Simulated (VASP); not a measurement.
# SrO (Fm-3m) in VASP: single point with PBE

Aim: the single point of SrO with PBE.

Program: VASP 6.6.1. These are calculated values, not measurements. Logs are shortened: lines on timing, memory, paths and dates and some standing lists are left out, and cuts for length are marked.

## (1) The cell of the first run

The structure is cubic, space group Fm-3m (No. 225). Conventional cell: a = 5.160 Å, b = 5.160 Å, c = 5.160 Å, α = 90.00°, β = 90.00°, γ = 90.00°. Within 3.4 Å of Sr (site symmetry m-3m) lie 6 O at 2.58 Å. Within 3.4 Å of O (site symmetry m-3m) lie 6 Sr at 2.58 Å.

## (2) Single point, PBE

Input file INCAR:

```
PREC     = Accurate       # precision mode
ENCUT    = 600            # plane-wave cutoff, eV
EDIFF    = 1E-6           # SCF threshold, eV
ISMEAR   = 0              # smearing method
SIGMA    = 0.01           # smearing width, eV
LREAL    = False          # projectors in reciprocal space
LASPH    = True           # aspherical terms in the spheres
NELM     = 120            # most SCF steps
ALGO     = Normal         # electronic algorithm
ISIF     = 2              # what is computed and relaxed
LWAVE    = False          # write WAVECAR
LCHARG   = True           # write CHGCAR
GGA      = PE             # functional
LELF     = True           # ELF
LVHAR    = True         
NBANDS   = 15             # bands
GGA_COMPAT= False
```

Input file KPOINTS:

```
regular mesh
0
Gamma
  2 2 2
```

Input file POSCAR:

```
SrO
1.0
    0.0000000000      2.5800000000      2.5800000000
    2.5800000000      0.0000000000      2.5800000000
    2.5800000000      2.5800000000      0.0000000000
Sr O
1 1
Direct
    0.0000000000      0.0000000000      0.0000000000
    0.5000000000      0.5000000000      0.5000000000
```

Potentials or basis: VASP PAW PBE potentials, release 64 (Sr_sv, O).

On the command line:

```bash
cat potpaw_PBE.64/Sr_sv/POTCAR potpaw_PBE.64/O/POTCAR > POTCAR
mpirun -np 1 vasp_std > vasp.out
```

OUTCAR:

```text
PREC = Accurate
   ENCUT = 600
   EDIFF = 1E-6
   ISMEAR = 0
   LREAL = False
   LASPH = True
   NELM = 120
   ISIF = 2
   GGA = PE

 ion  position               nearest neighbor table
   1  0.000  0.000  0.000-   2 2.58   2 2.58   2 2.58   2 2.58   2 2.58   2 2.58
   2  0.500  0.500  0.500-   1 2.58   1 2.58   1 2.58   1 2.58   1 2.58   1 2.58

  LATTYP: Found a face centered cubic cell.
 ALAT       =     5.1600000000

  Lattice vectors:

 A1 = (   0.0000000000,   2.5800000000,   2.5800000000)
 A2 = (   2.5800000000,   0.0000000000,   2.5800000000)
 A3 = (   2.5800000000,   2.5800000000,   0.0000000000)

Analysis of symmetry for initial positions (statically):
=====================================================================
 Subroutine PRICEL returns:
 Original cell was already a primitive cell.

 Routine SETGRP: Setting up the symmetry group for a
 face centered cubic supercell.

 Subroutine GETGRP returns: Found 48 space group operations
 (whereof 48 operations were pure point group operations)
 out of a pool of 48 trial point group operations.

The static configuration has the point symmetry O_h .

Analysis of symmetry for dynamics (positions and initial velocities):
=====================================================================
 Subroutine PRICEL returns:
 Original cell was already a primitive cell.

 Routine SETGRP: Setting up the symmetry group for a
 face centered cubic supercell.

 Subroutine GETGRP returns: Found 48 space group operations
 (whereof 48 operations were pure point group operations)
 out of a pool of 48 trial point group operations.

The dynamic configuration has the point symmetry O_h .

 Subroutine INISYM returns: Found 48 space group operations
 (whereof 48 operations are pure point group operations),
 and found     1 'primitive' translations

----------------------------------------------------------------------------------------

                                     Primitive cell

  volume of cell :      34.3470

  direct lattice vectors                    reciprocal lattice vectors
     0.000000000  2.580000000  2.580000000    -0.193798450  0.193798450  0.193798450
     2.580000000  0.000000000  2.580000000     0.193798450 -0.193798450  0.193798450
     2.580000000  2.580000000  0.000000000     0.193798450  0.193798450 -0.193798450

  length of vectors
     3.648670991  3.648670991  3.648670991     0.335668761  0.335668761  0.335668761

  position of ions in fractional coordinates (direct lattice)
     0.000000000  0.000000000  0.000000000
     0.500000000  0.500000000  0.500000000

  ion indices of the primitive-cell ions
   primitive index   ion index
                 1           1
                 2           2

----------------------------------------------------------------------------------------

 KPOINTS: regular mesh

Automatic generation of k-mesh.
 Grid dimensions read from file:
 generate k-points for:    2    2    2

 Generating k-lattice:

  Cartesian coordinates                     Fractional coordinates (reciprocal lattice)
    -0.096899225  0.096899225  0.096899225     0.500000000  0.000000000  0.000000000
     0.096899225 -0.096899225  0.096899225     0.000000000  0.500000000  0.000000000
     0.096899225  0.096899225 -0.096899225     0.000000000  0.000000000  0.500000000

  Length of vectors
     0.167834381  0.167834381  0.167834381

  Shift w.r.t. Gamma in fractional coordinates (k-lattice)
     0.000000000  0.000000000  0.000000000

 Subroutine IBZKPT returns following result:
 ===========================================

 Found      3 irreducible k-points:

 Following reciprocal coordinates:
            Coordinates               Weight
  0.000000  0.000000  0.000000      1.000000
  0.500000  0.000000  0.000000      4.000000
  0.500000  0.500000  0.000000      3.000000
   k-points           NKPTS =      3   k-points in BZ     NKDIM =      3   number of bands    NBANDS=     15
   number of dos      NEDOS =    301   number of ions     NIONS =      2
   total plane-waves  NPLWV =  27000
   dimension x,y,z NGX =    30 NGY =   30 NGZ =   30
   dimension x,y,z NGXF=    60 NGYF=   60 NGZF=   60
   ions per type =               1   1
   NGX,Y,Z   is equivalent  to a cutoff of  13.67, 13.67, 13.67 a.u.
   NGXF,Y,Z  is equivalent  to a cutoff of  27.34, 27.34, 27.34 a.u.
 SYSTEM =  unknown system
   PREC   = accura    normal or accurate (medium, high low for compatibility)
   ISTART =      0    job   : 0-new  1-cont  2-samecut
   ICHARG =      2    charge: 1-file 2-atom 10-const
   ISPIN  =      1    spin polarized calculation?
   LNONCOLLINEAR =      F non collinear calculations
   LSORBIT =      F    spin-orbit coupling
   LASPH  =      T    aspherical Exc in radial PAW
   ENCUT  =  600.0 eV  44.10 Ry    6.64 a.u.   7.29  7.29  7.29*2*pi/ulx,y,z
   NELM   =    120;   NELMIN=  2; NELMDL= -5     # of ELM steps
   EDIFF  = 0.1E-05   stopping-criterion for ELM
   LREAL  =      F    real-space projection
   EDIFFG = 0.1E-04   stopping-criterion for IOM
   NSW    =      0    number of steps for IOM
   IBRION =     -1    ionic relax: 0-MD 1-quasi-New 2-CG
   NFREE  =      0    steps in history (QN), initial steepest desc. (CG)
   ISIF   =      2    stress and relaxation
   ISYM   =      2    0-nonsym 1-usesym 2-fastsym
   POTIM  = 0.5000    time-step for ionic-motion
   TEBEG  =    0.0;   TEEND  =   0.0 temperature during run
   PSTRESS=    0.0 pullay stress
   NELECT =      16.0000    total number of electrons
   NUPDOWN=      -1.0000    fix difference up-down
   EMIN   =  10.00;   EMAX   =-10.00  energy-range for DOS
   EFERMI =   0.00;   METHOD = LEGACY
   ISMEAR =     0;   SIGMA  =   0.01  broadening in eV -4-tet -1-fermi 0-gaus
   EFERMI_NEDOS =   21; number of points for ismear=-14 and -15
   IALGO  =     38    algorithm
   IMIX   =      4    mixing-type and parameters
     AMIX     =   0.40;   BMIX     =  1.00
     AMIX_MAG =   1.60;   BMIX_MAG =  1.00
  volume/ion in A,a.u.               =      17.17       115.89
  Fermi-wavevector in a.u.,A,eV,Ry     =   1.269069  2.398192 21.912663  1.610535
  Thomas-Fermi vector in A             =   2.402130
   LORBIT       =      0    0 simple, 1 ext, 2 COOP (PROOUT), +10 PAW based schemes
   GGA     = PE    functional components
   LHFCALC =     F    Hartree Fock is set to
   AEXX    =    0.0000 exact exchange contribution
   IVDW    =     0    specifies the selected vdW correction
   LEPSILON=     F    determine dielectric tensor
   LRPA    =     F    only Hartree local field effects (RPA)
 non-spin polarized calculation
 Gauss-broadening in eV      SIGMA  =   0.01
  energy-cutoff  :      600.00
  volume of cell :       34.35
 maximum number of plane-waves:      1162
 NGX is ok and might be reduce to    30
   NGX = 15   NGY = 15   NGZ = 15

 number of electron      15.9999998 magnetization

 Free energy of the ion-electron system (eV)
  ---------------------------------------------------
  ext. energy  EPLUGINS =         0.00000000
  ---------------------------------------------------
  free energy    TOTEN  =       -11.85139133 eV

  energy without entropy =      -11.85139133  energy(sigma->0) =      -11.85139133

 E-fermi :   1.9389     XC(G=0):  -9.9416

 val. band max:        1.8391995729   @ k =   0.0000   0.0000   0.0000
 cond. band min:       4.9007468758   @ k =   0.5000   0.5000   0.0000
 fundamental gap:      3.0615473029
 Fermi energy:         1.9389240512

 k-point     1 :       0.0000    0.0000    0.0000
  band No.  band energies     occupation
      1     -30.8776      2.00000
      2     -13.2266      2.00000
      3     -12.5197      2.00000
      4     -12.5197      2.00000
      5     -12.5197      2.00000
      6       1.8392      2.00000
      7       1.8392      2.00000
      8       1.8392      2.00000
      9       5.5929      0.00000
     10       7.7922      0.00000
     11       7.7922      0.00000
     12       7.7922      0.00000
     13       9.9315      0.00000
     14       9.9315      0.00000
     15      14.3449      0.00000

 k-point     2 :       0.5000    0.0000    0.0000
  band No.  band energies     occupation
      1     -30.7473      2.00000
      2     -14.8777      2.00000
      3     -12.5999      2.00000
      4     -12.5999      2.00000
      5     -11.1755      2.00000
      6      -0.3854      2.00000
      7       0.6843      2.00000
      8       0.6843      2.00000
      9       8.2230      0.00000
     10      10.0409      0.00000
     11      10.4089      0.00000
     12      10.4089      0.00000
     13      13.4334      0.00000
     14      13.4334      0.00000
     15      16.2613      0.00000

 k-point     3 :       0.5000    0.5000    0.0000
  band No.  band energies     occupation
      1     -30.7094      2.00000
      2     -13.4346      2.00000
      3     -13.1908      2.00000
      4     -12.8694      2.00000
      5     -12.8694      2.00000
      6       1.3496      2.00000
      7       1.7327      2.00000
      8       1.7327      2.00000
      9       4.9007      0.00000
     10       9.3660      0.00000
     11      11.6953      0.00000
     12      12.0167      0.00000
     13      12.5774      0.00000
     14      12.5774      0.00000
     15      15.1627      0.00000

------------------------ aborting loop because EDIFF is reached ----------------------------------------

  FORCE on cell =-STRESS in cart. coord.  units (eV):
  Direction    XX          YY          ZZ          XY          YZ          ZX
  --------------------------------------------------------------------------------------
  -------------------------------------------------------------------------------------
  Total        0.5883152      0.5883152      0.5883152      0.0000000      0.0000000     -0.0000000
  in kB       27.4429968     27.4429968     27.4429968      0.0000000      0.0000000     -0.0000000
  external PRESSURE =      27.4429968 kB  Pullay stress =       0.0000000 kB

 VOLUME and BASIS-vectors are now :
 -----------------------------------------------------------------------------
  energy-cutoff  :      600.00
  volume of cell :       34.35
      direct lattice vectors                 reciprocal lattice vectors
     0.000000000  2.580000000  2.580000000    -0.193798450  0.193798450  0.193798450
     2.580000000  0.000000000  2.580000000     0.193798450 -0.193798450  0.193798450
     2.580000000  2.580000000  0.000000000     0.193798450  0.193798450 -0.193798450

 POSITION                                       TOTAL-FORCE (eV/Angst)
 -----------------------------------------------------------------------------------
      0.00000      0.00000      0.00000         0.000000     -0.000000      0.000000
      2.58000      2.58000      2.58000        -0.000000      0.000000     -0.000000
 -----------------------------------------------------------------------------------
    total drift:                                0.000000      0.000000      0.000000

  FREE ENERGIE OF THE ION-ELECTRON SYSTEM (eV)
  ---------------------------------------------------
  free  energy   TOTEN  =       -11.8513913297 eV

  energy  without entropy=      -11.8513913297  energy(sigma->0) =      -11.85139133
```

It took 11 s on 1 thread of Intel Xeon 8259CL, shared host; peak memory 0.16 GiB.

What came out:

```yaml
Free_energy: -11.8514 eV
Pressure: 2.7 GPa
Band_gap_on_the_k_mesh: 3.06 eV, indirect (least direct gap 3.17 eV)
```

Levels at points of the mesh, in eV from the valence-band top:
```csv
k point,band 5,band 6,band 7,band 8,band 9,band 10,band 11,band 12
"(0.00, 0.00, 0.00)",-14.36,0.00,0.00,0.00,3.75,5.95,5.95,5.95
"(0.50, 0.00, 0.00)",-13.01,-2.22,-1.15,-1.15,6.38,8.20,8.57,8.57
"(0.50, 0.50, 0.00)",-14.71,-0.49,-0.11,-0.11,3.06,7.53,9.86,10.18
```

Caveat: the k points lie up to 1.05 Å⁻¹ apart. A k mesh can miss the band edges.
